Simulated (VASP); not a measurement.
# Be (Im-3m) in VASP: further runs, part 2 of 2

VASP 6.6.1. Earlier steps stand in the parts before.

### 5 Single point, r2SCAN+D3(BJ)

POSCAR reads:

```
Be
1.0
   -1.2531209500      1.2531209500      1.2531209500
    1.2531209500     -1.2531209500      1.2531209500
    1.2531209500      1.2531209500     -1.2531209500
Be
1
Direct
    0.0000000000      0.0000000000      0.0000000000
```

INCAR.step1 reads:

```
  ALGO = Normal
  EDIFF = 1E-5
  ENCUT = 660
  GGA = PE
  GGA_COMPAT = False
  ISMEAR = -5
  LASPH = True
  LCHARG = False
  LREAL = False
  LWAVE = True
  NBANDS = 7
  NELM = 120
  PREC = Accurate
  SIGMA = 0.05
```

INCAR.step2 reads:

```
  ALGO = Normal
  EDIFF = 1E-6
  ENCUT = 660
  GGA_COMPAT = False
  ISIF = 2
  ISMEAR = -5
  ISTART = 1
  IVDW = 12
  LASPH = True
  LCHARG = False
  LMIXTAU = True
  LREAL = False
  LWAVE = False
  METAGGA = R2SCAN
  NBANDS = 7
  NELM = 120
  PREC = Accurate
  SIGMA = 0.05
  VDW_A1 = 0.49484001
  VDW_A2 = 5.73083694
  VDW_S6 = 1.0
  VDW_S8 = 0.78981345
```

KPOINTS reads:

```
k-points
0
Gamma
  15 15 15
```

Potentials or basis: VASP PAW PBE potentials, release 64 (Be).

Started as:

```
$ cat potpaw_PBE.64/Be/POTCAR > POTCAR
$ cp INCAR.step1 INCAR
$ mpirun -np 1 vasp_std > vasp.out
$ cp INCAR.step2 INCAR
$ mpirun -np 1 vasp_std > vasp.out
```

OUTCAR:

```text
EDIFF = 1E-6
   ENCUT = 660
   ISIF = 2
   ISMEAR = -5
   ISTART = 1
   IVDW = 12
   LASPH = True
   LREAL = False
   METAGGA = R2SCAN
   NELM = 120
   PREC = Accurate
 IVDW          = 12

 ion  position               nearest neighbor table
   1  0.000  0.000  0.000-

  LATTYP: Found a body centered cubic cell.
 ALAT       =     2.5062419000

  Lattice vectors:

 A1 = (  -1.2531209500,   1.2531209500,   1.2531209500)
 A2 = (   1.2531209500,  -1.2531209500,   1.2531209500)
 A3 = (   1.2531209500,   1.2531209500,  -1.2531209500)

[... 420 lines left out ...]

 [... further k-points ...]

------------------------ aborting loop because EDIFF is reached ----------------------------------------

 Edisp (eV)   -0.16822

 E8    (eV) :    -0.0436

  FORCE on cell =-STRESS in cart. coord.  units (eV):
  Direction    XX          YY          ZZ          XY          YZ          ZX
  --------------------------------------------------------------------------------------
  -------------------------------------------------------------------------------------
  Total      -0.20388    -0.20388    -0.20388     0.00000    -0.00000    -0.00000
  in kB     -41.49883   -41.49883   -41.49883     0.00000    -0.00000    -0.00000
  external pressure =      -41.50 kB  Pullay stress =        0.00 kB

 VOLUME and BASIS-vectors are now :
 -----------------------------------------------------------------------------
  energy-cutoff  :      660.00
  volume of cell :        7.87
      direct lattice vectors                 reciprocal lattice vectors
    -1.253120950  1.253120950  1.253120950     0.000000000  0.399003783  0.399003783
     1.253120950 -1.253120950  1.253120950     0.399003783  0.000000000  0.399003783
     1.253120950  1.253120950 -1.253120950     0.399003783  0.399003783  0.000000000

 POSITION                                       TOTAL-FORCE (eV/Angst)
 -----------------------------------------------------------------------------------
      0.00000      0.00000      0.00000         0.000000     -0.000000      0.000000
 -----------------------------------------------------------------------------------
    total drift:                               -0.000000     -0.000000     -0.000000

  FREE ENERGIE OF THE ION-ELECTRON SYSTEM (eV)
  ---------------------------------------------------
  free  energy   TOTEN  =        -4.4107557032 eV

  energy  without entropy=       -4.4107557032  energy(sigma->0) =       -4.41075570
```

OUTCAR.step1:

```text
EDIFF = 1E-5
   ENCUT = 660
   GGA = PE
   ISMEAR = -5
   LASPH = True
[... 457 lines left out ...]

 POSITION                                       TOTAL-FORCE (eV/Angst)
 -----------------------------------------------------------------------------------
      0.00000      0.00000      0.00000         0.000000      0.000000     -0.000000
 -----------------------------------------------------------------------------------
    total drift:                               -0.000000     -0.000000     -0.000000

  FREE ENERGIE OF THE ION-ELECTRON SYSTEM (eV)
  ---------------------------------------------------
  free  energy   TOTEN  =        -3.6670404545 eV

  energy  without entropy=       -3.6670404545  energy(sigma->0) =       -3.66704045
```

OSZICAR.step1:

```text
N       E                     dE             d eps       ncg     rms          rms(c)
DAV:   1    -0.191502328709E+01   -0.19150E+01   -0.12861E+03  1771   0.289E+02
DAV:   2    -0.369344524144E+01   -0.17784E+01   -0.17469E+01  2310   0.313E+01
DAV:   3    -0.369680713256E+01   -0.33619E-02   -0.34119E-02  2016   0.122E+00
DAV:   4    -0.369680779440E+01   -0.66184E-06   -0.73432E-06  2443   0.175E-02
DAV:   5    -0.369680779486E+01   -0.46246E-09   -0.14832E-09  2016   0.101E-04    0.782E-01
DAV:   6    -0.367544956747E+01    0.21358E-01   -0.24015E-03  1876   0.511E-01    0.482E-01
DAV:   7    -0.366706460217E+01    0.83850E-02   -0.23760E-03  1778   0.535E-01    0.180E-02
DAV:   8    -0.366704072421E+01    0.23878E-04   -0.82173E-06  1939   0.260E-02    0.672E-03
DAV:   9    -0.366704045452E+01    0.26969E-06   -0.93153E-07  1113   0.720E-03
   1 F= -.36670405E+01 E0= -.36670405E+01  d E =0.000000E+00
```

Run time: 37 s. Hardware: 1 thread of AMD EPYC 7R43 (Zen 3), shared host; peak memory 0.1 GiB.

What came out:

```yaml
Free_energy: -4.4108 eV
Pressure: -4.1 GPa
Band_gap_on_the_k_mesh: zero (bands 1 and 2 overlap by 4.79 eV)
Dispersion_energy_per_atom: -0.168 eV
```

Caveat: three body term missing; the cell stands under tension; the PAW data sets were made with another functional, which shifts forces and pressure a little; tetrahedron occupations give inexact forces and stress in metals.

### 6 Single point, PBE0+D4

POSCAR is that of step 5.

INCAR.step1 reads:

```
PREC = Accurate
ENCUT = 520
EDIFF = 1E-5
ISMEAR = -1
SIGMA = 0.01
LREAL = False
LASPH = True
NELM = 120
ALGO = Normal
ISIF = 2
LWAVE = True
LCHARG = False
GGA = PE
NBANDS = 7
GGA_COMPAT = False
```

INCAR.step2 reads:

```
PREC = Accurate
ENCUT = 520
EDIFF = 1E-6
ISMEAR = -1
SIGMA = 0.01
LREAL = False
LASPH = True
NELM = 120
ALGO = Normal
ISIF = 2
LWAVE = False
LCHARG = False
GGA = PE
LHFCALC = True
AEXX = 0.25
PRECFOCK = Normal
IVDW = 13
ISTART = 1
NBANDS = 7
GGA_COMPAT = False
```

KPOINTS reads:

```
Automatic mesh
0
Gamma
  11 11 11
```

Potentials or basis: VASP PAW PBE potentials, release 64 (Be).

Started as:

```
$ cat potpaw_PBE.64/Be/POTCAR > POTCAR
$ cp INCAR.step1 INCAR
$ mpirun -np 1 vasp_std > vasp.out
$ cp INCAR.step2 INCAR
$ mpirun -np 1 vasp_std > vasp.out
```

OUTCAR:

```text
PREC = Accurate
   ENCUT = 520
   EDIFF = 1E-6
   ISMEAR = -1
   LREAL = False
   LASPH = True
   NELM = 120
   ISIF = 2
   GGA = PE
   LHFCALC = True
   AEXX = 0.25
   PRECFOCK = Normal
   IVDW = 13
   ISTART = 1

 ion  position               nearest neighbor table
   1  0.000  0.000  0.000-

  LATTYP: Found a body centered cubic cell.
 ALAT       =     2.5062419000

[... 427 lines left out ...]
      4      20.0879      0.00000
      5      39.7169      0.00000
      6      41.3951      0.00000
      7      48.1372      0.00000

 [... further k-points ...]

------------------------ aborting loop because EDIFF is reached ----------------------------------------

  DFT-D4 for vdW energy calculation

  Edisp (eV):   -0.10691

  FORCE on cell =-STRESS in cart. coord.  units (eV):
  Direction    XX          YY          ZZ          XY          YZ          ZX
  --------------------------------------------------------------------------------------
  -------------------------------------------------------------------------------------
  Total      -0.18469    -0.18469    -0.18469    -0.00000     0.00000     0.00000
  in kB     -37.59318   -37.59318   -37.59318    -0.00000     0.00000     0.00000
  external pressure =      -37.59 kB  Pullay stress =        0.00 kB

 VOLUME and BASIS-vectors are now :
 -----------------------------------------------------------------------------
  energy-cutoff  :      520.00
  volume of cell :        7.87
      direct lattice vectors                 reciprocal lattice vectors
    -1.253120950  1.253120950  1.253120950     0.000000000  0.399003783  0.399003783
     1.253120950 -1.253120950  1.253120950     0.399003783  0.000000000  0.399003783
     1.253120950  1.253120950 -1.253120950     0.399003783  0.399003783  0.000000000

 POSITION                                       TOTAL-FORCE (eV/Angst)
 -----------------------------------------------------------------------------------
      0.00000      0.00000      0.00000         0.000000      0.000000      0.000000
 -----------------------------------------------------------------------------------
    total drift:                                0.000000      0.000000      0.000000

  FREE ENERGIE OF THE ION-ELECTRON SYSTEM (eV)
  ---------------------------------------------------
  free  energy   TOTEN  =        -3.8669507060 eV

  energy  without entropy=       -3.8668472641  energy(sigma->0) =       -3.86689899
```

OUTCAR.step1:

```text
PREC = Accurate
   ENCUT = 520
   EDIFF = 1E-5
   ISMEAR = -1
   LREAL = False
[... 455 lines left out ...]

 POSITION                                       TOTAL-FORCE (eV/Angst)
 -----------------------------------------------------------------------------------
      0.00000      0.00000      0.00000        -0.000000      0.000000     -0.000000
 -----------------------------------------------------------------------------------
    total drift:                               -0.000000     -0.000000     -0.000000

  FREE ENERGIE OF THE ION-ELECTRON SYSTEM (eV)
  ---------------------------------------------------
  free  energy   TOTEN  =        -3.6581900713 eV

  energy  without entropy=       -3.6580777921  energy(sigma->0) =       -3.65813393
```

Run time: 13 min. Hardware: 1 thread of AMD EPYC 7R43 (Zen 3), shared host; peak memory 0.09 GiB.

What came out:

```
Free energy                : -3.8670 eV
Pressure                   : -3.8 GPa
Band gap on the k mesh     : zero (bands 1 and 2 overlap by 6.14 eV)
Dispersion energy per atom : -0.107 eV
```

Levels at points of the mesh, in eV from the Fermi level:
| k point | band 1 | band 2 | band 3 | band 4 |
| --- | --- | --- | --- | --- |
| (0.00, 0.00, 0.00) | -14.10 | 21.47 | 21.47 | 21.47 |

Caveat: the cell stands under tension; the PAW data sets were made with another functional, which shifts forces and pressure a little.

### 7 Summary

```tsv
level	cell	k mesh	cutoff (eV)	smearing	tolerance level	purpose	start	dipole correction	grid for exact exchange (PRECFOCK)	gap on the mesh (eV)	pressure (GPa)
RPBE	a = 2.170 Å, angles 109.5°, 1 atom	18 × 18 × 18	400	methfessel-paxton 0.1 eV	tight	restart	from scratch	-	-	none	2.3
PBEsol+D3(BJ)	a = 2.111 Å, angles 109.5°, 1 atom	15 × 15 × 15	600	methfessel-paxton 0.05 eV	-	-	-	no	-	none	3.3
BLYP	a = 2.170 Å, angles 109.5°, 1 atom	15 × 15 × 15	600	fermi-dirac 0.025 eV	-	-	-	no	-	none	-0.6
r2SCAN+D3(BJ)	a = 2.170 Å, angles 109.5°, 1 atom	15 × 15 × 15	660	tetrahedron	-	-	-	no	-	none	-4.1
PBE0+D4	a = 2.170 Å, angles 109.5°, 1 atom	11 × 11 × 11	520	fermi-dirac 0.01 eV	-	-	-	no	Normal	none	-3.8
```

Alike in all rows: task single point; potentials or basis VASP PAW PBE potentials, release 64 (Be); no spin polarisation.

The pressure there spans -4.1 GPa (r2SCAN+D3(BJ)) to 2.3 GPa (RPBE); a positive pressure means that this level wants a larger cell, a negative one a smaller.

Caveats: the PAW data sets were made with another functional, which shifts forces and pressure a little; the cell stands under tension (at least some runs); the cell stands under pressure (at least some runs); three body term missing (at least some runs); tetrahedron occupations give inexact forces and stress in metals (at least some runs).

Absolute energies hang on the potentials; compare differences alone.
